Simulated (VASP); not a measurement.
A run of VASP 6.6.1:

File INCAR:

```
SYSTEM = Ba
PREC = Accurate ; ENCUT = 600
EDIFF = 1E-6 ; ISMEAR = -1
SIGMA = 0.05 ; LREAL = .False.
LASPH = .True. ; NELM = 100
ALGO = Normal ; ISIF = 3
LWAVE = .False. ; LCHARG = .False.
GGA = PE ; IBRION = 2
NSW = 45 ; EDIFFG = -0.005
```

Contents of KPOINTS:

```
regular mesh
0
Gamma
  11 11 11
  0 0 0
```

Contents of POSCAR:

```
Ba
1.0
    0.0000000000      3.1675826059      3.1675826059
    3.1675826059      0.0000000000      3.1675826059
    3.1675826059      3.1675826059      0.0000000000
Ba
1
Direct
    0.0000000000      0.0000000000      0.0000000000
```

Potentials or basis: VASP PAW PBE potentials, release 64 (Ba_sv).

Command:

```bash
$ cat potpaw_PBE.64/Ba_sv/POTCAR > POTCAR
$ mpirun -np 1 vasp_std > vasp.out
```

Hardware: 1 thread of Intel(R) Xeon(R) Platinum 8375C CPU @ 2.90GHz (Ice Lake) (shared host).

Q: Estimate the wall time of this run.

A: It took 60 s on 1 thread of Intel(R) Xeon(R) Platinum 8375C CPU @ 2.90GHz (Ice Lake), on a shared host, peak memory 0.22 GiB. Counts: scf iterations 25, k points 56, ion steps 3.
